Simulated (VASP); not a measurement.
# Ti (P6/mmm) in VASP: a series of runs

Aim: see how the results for Ti move with the level of theory and the settings. Levels: PBEsol, LDA, r2SCAN+rVV10. Tasks: relaxation of cell and atoms.

All numbers are computed with VASP 6.6.1; they aren't measurements. Logs are shortened: lines on timing, memory, paths and dates and some standing lists are left out, and cuts for length are marked.

## Step 1: The cell of the first run

The structure is hexagonal, space group P6/mmm (No. 191). Conventional cell: a = 4.600 Å, b = 4.600 Å, c = 2.820 Å, α = 90.00°, β = 90.00°, γ = 120.00°. Ti (site symmetry 6/mmm) has 14 Ti at 2.82 to 3.01 Å within 3.7 Å. Ti (site symmetry -6m2) has 11 Ti at 2.66 to 3.01 Å within 3.5 Å.

This isn't the form of Ti at room conditions, which is hcp.

## Step 2: Relaxation of cell and atoms, PBEsol

Input file INCAR:

```
SYSTEM = Ti
ALGO = Normal ; EDIFF = 1E-7
EDIFFG = -0.01 ; ENCUT = 600
GGA = PS ; IBRION = 2
ISIF = 3 ; ISMEAR = 1
LASPH = .True. ; LCHARG = .False.
LREAL = .False. ; LWAVE = .False.
NELM = 80 ; NSW = 80
PREC = Accurate ; SIGMA = 0.1
```

Input file KPOINTS:

```
k-points
0
Gamma
  7 7 10
  0 0 0
```

Input file POSCAR:

```
Ti
1.0
    4.6000000000      0.0000000000      0.0000000000
   -2.3000000000      3.9837168600      0.0000000000
    0.0000000000      0.0000000000      2.8200000000
Ti
3
Direct
    0.0000000000      0.0000000000      0.0000000000
    0.3333333333      0.6666666667      0.5000000000
    0.6666666667      0.3333333333      0.5000000000
```

Potentials or basis: VASP PAW PBE potentials, release 64 (Ti_sv).

Command:

```bash
$ cat potpaw_PBE.64/Ti_sv/POTCAR > POTCAR
$ mpirun -np 1 vasp_std > vasp.out
```

OUTCAR:

```text
SYSTEM = Ti
   EDIFF = 1E-7
   EDIFFG = -0.01
   ENCUT = 600
   GGA = PS
   IBRION = 2
   ISIF = 3
   ISMEAR = 1
   LASPH = .True.
   LREAL = .False.
   NELM = 80
   NSW = 80
   PREC = Accurate

 ion  position               nearest neighbor table
   1  0.000  0.000  0.000-
   2  0.333  0.667  0.500-   3 2.66   3 2.66   3 2.66
   3  0.667  0.333  0.500-   2 2.66   2 2.66   2 2.66

  LATTYP: Found a hexagonal cell.
 ALAT       =     4.6000000000
 C/A-ratio  =     0.6130434783

  Lattice vectors:

 A1 = (   4.6000000000,   0.0000000000,   0.0000000000)
 A2 = (  -2.3000000000,   3.9837168600,   0.0000000000)
 A3 = (   0.0000000000,   0.0000000000,   2.8200000000)

Analysis of symmetry for initial positions (statically):
=====================================================================
 Subroutine PRICEL returns:
 Original cell was already a primitive cell.

 Routine SETGRP: Setting up the symmetry group for a
 hexagonal supercell.

 Subroutine GETGRP returns: Found 24 space group operations
 (whereof 24 operations were pure point group operations)
 out of a pool of 24 trial point group operations.

The static configuration has the point symmetry D_6h.

Analysis of symmetry for dynamics (positions and initial velocities):
=====================================================================
 Subroutine PRICEL returns:
 Original cell was already a primitive cell.

 Routine SETGRP: Setting up the symmetry group for a
 hexagonal supercell.

 Subroutine GETGRP returns: Found 24 space group operations
 (whereof 24 operations were pure point group operations)
 out of a pool of 24 trial point group operations.

The dynamic configuration has the point symmetry D_6h.

 Subroutine INISYM returns: Found 24 space group operations
 (whereof 24 operations are pure point group operations),
 and found     1 'primitive' translations

----------------------------------------------------------------------------------------

                                     Primitive cell

  volume of cell :      51.6768

  direct lattice vectors                    reciprocal lattice vectors
     4.600000000  0.000000000  0.000000000     0.217391304  0.125510928  0.000000000
    -2.300000000  3.983716860  0.000000000     0.000000000  0.251021856  0.000000000
     0.000000000  0.000000000  2.820000000     0.000000000  0.000000000  0.354609929

  length of vectors
     4.600000000  4.600000002  2.820000000     0.251021856  0.251021856  0.354609929

  position of ions in fractional coordinates (direct lattice)
     0.000000000  0.000000000  0.000000000
     0.333333333  0.666666667  0.500000000
     0.666666667  0.333333333  0.500000000

  ion indices of the primitive-cell ions
   primitive index   ion index
                 1           1
                 2           2
                 3           3

----------------------------------------------------------------------------------------

 KPOINTS: k-points

Automatic generation of k-mesh.
 Grid dimensions read from file:
 generate k-points for:    7    7   10

 Generating k-lattice:

  Cartesian coordinates                     Fractional coordinates (reciprocal lattice)
     0.031055901  0.017930133  0.000000000     0.142857143  0.000000000  0.000000000
     0.000000000  0.035860265  0.000000000     0.000000000  0.142857143  0.000000000
     0.000000000  0.000000000  0.035460993     0.000000000  0.000000000  0.100000000

  Length of vectors
     0.035860265  0.035860265  0.035460993

  Shift w.r.t. Gamma in fractional coordinates (k-lattice)
     0.000000000  0.000000000  0.000000000

 Subroutine IBZKPT returns following result:
 ===========================================

 Found     48 irreducible k-points:

 Following reciprocal coordinates:
            Coordinates               Weight
  0.000000  0.000000  0.000000      1.000000
  0.142857 -0.000000  0.000000      6.000000
  0.285714 -0.000000  0.000000      6.000000
  0.428571 -0.000000  0.000000      6.000000
  0.142857  0.142857  0.000000      6.000000
  0.285714  0.142857  0.000000     12.000000
[... 16 lines left out ...]
  0.428571  0.142857  0.200000     12.000000
  0.285714  0.285714  0.200000     12.000000
 [... further k-points ...]
   k-points           NKPTS =     48   k-points in BZ     NKDIM =     48   number of bands    NBANDS=     22
   number of dos      NEDOS =    301   number of ions     NIONS =      3
   total plane-waves  NPLWV =  38400
   dimension x,y,z NGX =    40 NGY =   40 NGZ =   24
   dimension x,y,z NGXF=    80 NGYF=   80 NGZF=   48
   ions per type =               3
   NGX,Y,Z   is equivalent  to a cutoff of  14.46, 14.46, 14.15 a.u.
   NGXF,Y,Z  is equivalent  to a cutoff of  28.91, 28.91, 28.30 a.u.
 SYSTEM =  Ti
   PREC   = accura    normal or accurate (medium, high low for compatibility)
   ISTART =      0    job   : 0-new  1-cont  2-samecut
   ICHARG =      2    charge: 1-file 2-atom 10-const
   ISPIN  =      1    spin polarized calculation?
   LNONCOLLINEAR =      F non collinear calculations
   LSORBIT =      F    spin-orbit coupling
   LASPH  =      T    aspherical Exc in radial PAW
   ENCUT  =  600.0 eV  44.10 Ry    6.64 a.u.   9.19  9.19  5.63*2*pi/ulx,y,z
   NELM   =     80;   NELMIN=  2; NELMDL= -5     # of ELM steps
   EDIFF  = 0.1E-06   stopping-criterion for ELM
   LREAL  =      F    real-space projection
   EDIFFG = -.1E-01   stopping-criterion for IOM
   NSW    =     80    number of steps for IOM
   IBRION =      2    ionic relax: 0-MD 1-quasi-New 2-CG
   NFREE  =      1    steps in history (QN), initial steepest desc. (CG)
   ISIF   =      3    stress and relaxation
   ISYM   =      2    0-nonsym 1-usesym 2-fastsym
   POTIM  = 0.5000    time-step for ionic-motion
   TEBEG  =    0.0;   TEEND  =   0.0 temperature during run
   PSTRESS=    0.0 pullay stress
   NELECT =      36.0000    total number of electrons
   NUPDOWN=      -1.0000    fix difference up-down
   EMIN   =  10.00;   EMAX   =-10.00  energy-range for DOS
   EFERMI =   0.00;   METHOD = LEGACY
   ISMEAR =     1;   SIGMA  =   0.10  broadening in eV -4-tet -1-fermi 0-gaus
   EFERMI_NEDOS =   21; number of points for ismear=-14 and -15
   IALGO  =     38    algorithm
   IMIX   =      4    mixing-type and parameters
     AMIX     =   0.40;   BMIX     =  1.00
     AMIX_MAG =   1.60;   BMIX_MAG =  1.00
  volume/ion in A,a.u.               =      17.23       116.24
  Fermi-wavevector in a.u.,A,eV,Ry     =   1.451255  2.742475 28.655807  2.106142
  Thomas-Fermi vector in A             =   2.568774
   LORBIT       =      0    0 simple, 1 ext, 2 COOP (PROOUT), +10 PAW based schemes
   GGA     = PS    functional components
   LHFCALC =     F    Hartree Fock is set to
   AEXX    =    0.0000 exact exchange contribution
   IVDW    =     0    specifies the selected vdW correction
   LEPSILON=     F    determine dielectric tensor
   LRPA    =     F    only Hartree local field effects (RPA)
 conjugate gradient relaxation of ions
 non-spin polarized calculation
 Methfessel and Paxton  Order N= 1 SIGMA  =   0.10
  energy-cutoff  :      600.00
  volume of cell :       51.68
 maximum number of plane-waves:      1757
 NGX is ok and might be reduce to    40
   NGX = 19   NGY = 19   NGZ = 11

--------------------------------------- Ionic step        1  -------------------------------------------

 number of electron      35.9999997 magnetization

 Free energy of the ion-electron system (eV)
  ---------------------------------------------------
  ext. energy  EPLUGINS =         0.00000000
  ---------------------------------------------------
  free energy    TOTEN  =       -25.01977902 eV

  energy without entropy =      -25.02110014  energy(sigma->0) =      -25.02021939

------------------------ aborting loop because EDIFF is reached ----------------------------------------

  FORCE on cell =-STRESS in cart. coord.  units (eV):
  Direction    XX          YY          ZZ          XY          YZ          ZX
  --------------------------------------------------------------------------------------
  -------------------------------------------------------------------------------------
  Total       -1.8382747     -1.8382747     -1.2793564      0.0000000      0.0000000      0.0000000
  in kB      -56.9935339    -56.9935339    -39.6649331      0.0000000      0.0000000      0.0000000
  external PRESSURE =     -51.2173336 kB  Pullay stress =       0.0000000 kB
[... 96 lines left out ...]
  energy  without entropy=      -25.0614406052  energy(sigma->0) =      -25.06107516

--------------------------------------- Ionic step        4  -------------------------------------------

 number of electron      35.9999996 magnetization

 Free energy of the ion-electron system (eV)
  ---------------------------------------------------
  ext. energy  EPLUGINS =         0.00000000
  ---------------------------------------------------
  free energy    TOTEN  =       -25.06167326 eV

  energy without entropy =      -25.06210280  energy(sigma->0) =      -25.06181644

 E-fermi :   8.7074     XC(G=0): -11.9033

 val. band max:        8.7062786401   @ k =   0.4286   0.1429   0.2000
 cond. band min:       8.7280804700   @ k =   0.2857  -0.0000   0.1000
 fundamental gap:      0.0218018300
 Fermi energy:         8.7074161455

 k-point     1 :       0.0000    0.0000    0.0000
  band No.  band energies     occupation
      1     -47.8947      2.00000
      2     -47.6221      2.00000
      3     -47.4305      2.00000
      4     -24.3292      2.00000
      5     -24.3292      2.00000
      6     -24.2325      2.00000
[... 574 lines left out ...]
      6     -24.2673      2.00000
[... 14 lines left out ...]
     21       9.3455     -0.00000
     22       9.7250     -0.00000

 [... further k-points ...]
[... 5 lines left out ...]
  --------------------------------------------------------------------------------------
  -------------------------------------------------------------------------------------
  Total       -0.0129306     -0.0129306      0.0244183      0.0000000      0.0000000      0.0000000
  in kB       -0.4203336     -0.4203336      0.7937601      0.0000000      0.0000000      0.0000000
  external PRESSURE =      -0.0156357 kB  Pullay stress =       0.0000000 kB
[... 18 lines left out ...]
  FREE ENERGIE OF THE ION-ELECTRON SYSTEM (eV)
  ---------------------------------------------------
  free  energy   TOTEN  =       -25.0616732614 eV

  energy  without entropy=      -25.0621027956  energy(sigma->0) =      -25.06181644

 reached required accuracy - stopping structural energy minimisation
```

It took 94 s on 1 thread of Intel Xeon 6975P-C (Granite Rapids), shared host; peak memory 0.22 GiB.

Results:

```yaml
Free_energy: -25.0617 eV
Relaxed_volume: 16.43 Å³/atom
Relaxed_cell: a = 4.511 Å, b = 4.511 Å, c = 2.796 Å, α = 90.00°, β = 90.00°, γ = 120.00°
Space_group_after_relaxing_to_0.1_Å: P6/mmm (No. 191)
Energy_gained_by_relaxing: 14.0 meV/atom
Ionic_steps: 4
Pressure_after_relaxing: 0.0 GPa
Band_gap_on_the_k_mesh: zero (bands 18 and 19 overlap by 0.30 eV)
```

Stress tensor (GPa, compression positive):
```
-0.04  0.00  0.00
 0.00 -0.04  0.00
 0.00  0.00  0.08
```

The path:
| step | energy change (eV) | largest force (eV/Å) | pressure (GPa) | volume (Å³) |
| --- | --- | --- | --- | --- |
| 1 | 0.0000 | 0.0000 | -5.12 | 51.68 |
| 2 | -0.0208 | 0.0000 | 4.24 | 47.67 |
| 3 | -0.0411 | 0.0000 | 0.08 | 49.27 |
| 4 | -0.0419 | 0.0000 | 0.00 | 49.29 |

Final structure:
```xyz
3
Lattice="4.5114 0.0000 0.0000 -2.2557 3.9069 0.0000 0.0000 0.0000 2.7964" Properties=species:S:1:pos:R:3 pbc="T T T"
Ti    0.0000    0.0000    0.0000
Ti    0.0000    2.6046    1.3982
Ti    2.2557    1.3023    1.3982
```

Caveat: the PAW data sets were made with another functional, which shifts forces and pressure a little.

## Step 3: Relaxation of cell and atoms, LDA

Input file INCAR:

```
PREC = Accurate
ENCUT = 600
EDIFF = 1E-7
ISMEAR = 1
SIGMA = 0.1
LREAL = False
LASPH = True
NELM = 60
ALGO = Normal
ISIF = 3
LWAVE = False
LCHARG = False
IBRION = 2
NSW = 80
EDIFFG = -0.01
```

Input file KPOINTS:

```
regular mesh
0
Gamma
  7 7 10
```

POSCAR is that of step 2.

Potentials or basis: VASP PAW LDA potentials, release 64 (Ti_sv).

Command:

```bash
$ cat potpaw_LDA.64/Ti_sv/POTCAR > POTCAR
$ mpirun -np 1 vasp_std > vasp.out
```

Wall time 2.6 min (1 thread of Intel Xeon 6975P-C (Granite Rapids), shared host); peak memory 0.2 GiB.

It converged, with:

```yaml
Free_energy: -25.7233 eV
Relaxed_volume: 15.82 Å³/atom
Relaxed_cell: a = 4.448 Å, b = 4.448 Å, c = 2.771 Å, α = 90.00°, β = 90.00°, γ = 120.00°
Space_group_after_relaxing_to_0.1_Å: P6/mmm (No. 191)
Energy_gained_by_relaxing: 44.3 meV/atom
Ionic_steps: 8
Pressure_after_relaxing: 0.0 GPa
Band_gap_on_the_k_mesh: zero (bands 18 and 19 overlap by 0.35 eV)
```

The path:
```csv
step,energy change (eV),largest force (eV/Å),pressure (GPa),volume (Å³)
1,0.0000,0.0000,-9.21,51.68
2,-0.0570,0.0000,8.84,44.62
3,-0.1310,0.0000,0.02,47.48
4,-0.1310,0.0000,0.24,47.40
5,-0.1327,0.0000,0.18,47.41
6,-0.1327,0.0000,0.17,47.41
7,-0.1328,0.0000,-0.11,47.51
8,-0.1328,0.0000,-0.01,47.47
```

Final structure:
```xyz
3
Lattice="4.4477 0.0000 0.0000 -2.2238 3.8518 0.0000 0.0000 0.0000 2.7709" Properties=species:S:1:pos:R:3 pbc="T T T"
Ti    0.0000    0.0000    0.0000
Ti    0.0000    2.5679    1.3854
Ti    2.2238    1.2839    1.3854
```

Levels at points of the mesh, in eV from the Fermi level:
```csv
k point,band 14,band 15,band 16,band 17,band 18,band 19,band 20,band 21,band 22
"(0.00, 0.00, 0.00)",-2.21,-0.72,-0.72,-0.61,-0.61,-0.02,0.71,1.33,1.33
"(0.00, 0.00, 0.50)",-2.38,-2.21,-1.83,-1.83,-1.69,1.11,1.11,1.32,1.32
```

LDA usually gives volumes a few per cent too small. Zero-point motion and thermal expansion aren't in these numbers.

## Step 4: Relaxation of cell and atoms, r2SCAN+rVV10

POSCAR is that of step 3.

Input file INCAR.step1:

```
PREC     = Accurate       # precision mode
ENCUT    = 600            # plane-wave cutoff, eV
ISMEAR   = 1              # smearing method
SIGMA    = 0.1            # smearing width, eV
LREAL    = F              # projectors in reciprocal space
LASPH    = T              # aspherical terms in the spheres
NELM     = 80             # most SCF steps
GGA      = PE             # functional
ALGO     = Normal         # electronic algorithm
EDIFF    = 1E-4           # SCF threshold, eV
LWAVE    = T              # write WAVECAR
LCHARG   = F              # write CHGCAR
```

Input file INCAR.step2:

```
PREC     = Accurate       # precision mode
ENCUT    = 600            # plane-wave cutoff, eV
EDIFF    = 1E-6           # SCF threshold, eV
ISMEAR   = 1              # smearing method
SIGMA    = 0.1            # smearing width, eV
LREAL    = F              # projectors in reciprocal space
LASPH    = T              # aspherical terms in the spheres
NELM     = 80             # most SCF steps
ALGO     = Normal         # electronic algorithm
ISIF     = 3              # what is computed and relaxed
LWAVE    = F              # write WAVECAR
LCHARG   = F              # write CHGCAR
METAGGA  = R2SCAN         # meta-GGA
LMIXTAU  = T            
LUSE_VDW = T            
IVDW_NL  = 2            
BPARAM   = 11.95        
CPARAM   = 0.0093       
IBRION   = 2              # ionic algorithm
NSW      = 80             # ionic steps
EDIFFG   = -0.01          # ionic threshold
ISTART   = 1
```

Input file KPOINTS:

```
Automatic mesh
0
Gamma
  7 7 10
```

Potentials or basis: VASP PAW PBE potentials, release 64 (Ti_sv).

Command:

```bash
$ cat potpaw_PBE.64/Ti_sv/POTCAR > POTCAR
$ cp INCAR.step1 INCAR
$ mpirun -np 1 vasp_std > vasp.out
$ cp INCAR.step2 INCAR
$ mpirun -np 1 vasp_std > vasp.out
```

Wall time 12 min (1 thread of Intel Xeon 6975P-C (Granite Rapids), shared host); peak memory 0.39 GiB.

The run converged. Its results:

| Item | Value |
| --- | --- |
| Free energy | -38.0755 eV |
| Relaxed volume | 16.94 Å³/atom |
| Relaxed cell | a = 4.561 Å, b = 4.561 Å, c = 2.820 Å, α = 90.00°, β = 90.00°, γ = 120.00° |
| Space group after relaxing (to 0.1 Å) | P6/mmm (No. 191) |
| Energy gained by relaxing | 2.1 meV/atom |
| Ionic steps | 7 |
| Pressure after relaxing | 0.0 GPa |
| Band gap on the k mesh | zero (bands 18 and 19 overlap by 0.25 eV) |

Stress tensor (GPa, compression positive):
```
 0.06  0.00  0.00
 0.00  0.06  0.00
 0.00  0.00 -0.02
```

Step by step:
| step | energy change (eV) | largest force (eV/Å) | pressure (GPa) | volume (Å³) |
| --- | --- | --- | --- | --- |
| 1 | 0.0000 | 0.0000 | -2.05 | 51.68 |
| 2 | -0.0015 | 0.0000 | 1.94 | 50.05 |
| 3 | -0.0059 | 0.0000 | 0.09 | 50.82 |
| 4 | -0.0059 | 0.0000 | 0.10 | 50.80 |
| 5 | -0.0055 | 0.0000 | 0.67 | 50.56 |
| 6 | -0.0059 | 0.0000 | 0.23 | 50.78 |
| 7 | -0.0062 | 0.0000 | 0.03 | 50.82 |

Final structure:
```
Ti
1.0
     4.56148    0.00000    0.00000
    -2.28074    3.95035    0.00000
     0.00000    0.00000    2.82040
Ti
3
Cartesian
  4.5615 0.0000 0.0000
  0.0000 2.6336 1.4102
  2.2807 1.3168 1.4102
```

Levels at points of the mesh, in eV from the Fermi level:
```
           k point  band 14  band 15  band 16  band 17  band 18  band 19  band 20  band 21  band 22
(0.00, 0.00, 0.00)    -2.06    -0.82    -0.82    -0.80    -0.80     0.01     0.81     1.43     1.43
(0.00, 0.00, 0.50)    -2.24    -2.24    -2.01    -1.82    -1.82     1.13     1.13     1.39     1.39
```

Caveat: the PAW data sets were made with another functional, which shifts forces and pressure a little.

## Step 5: Overview

| level | potentials or basis | gap on the mesh (eV) | pressure (GPa) | relaxed volume (Å³/atom) |
| --- | --- | --- | --- | --- |
| PBEsol | VASP PAW PBE potentials, release 64 (Ti_sv) | none | 0.0 | 16.43 |
| LDA | VASP PAW LDA potentials, release 64 (Ti_sv) | none | 0.0 | 15.82 |
| r2SCAN+rVV10 | VASP PAW PBE potentials, release 64 (Ti_sv) | none | 0.0 | 16.94 |

Alike in all rows: task relaxation of cell and atoms; no spin polarisation; cell relaxed; k mesh 7 × 7 × 10; cutoff (eV) 600; smearing methfessel-paxton 0.1 eV.

Caveats: the PAW data sets were made with another functional, which shifts forces and pressure a little (at least some runs).

Absolute energies hang on the potentials; compare differences alone.
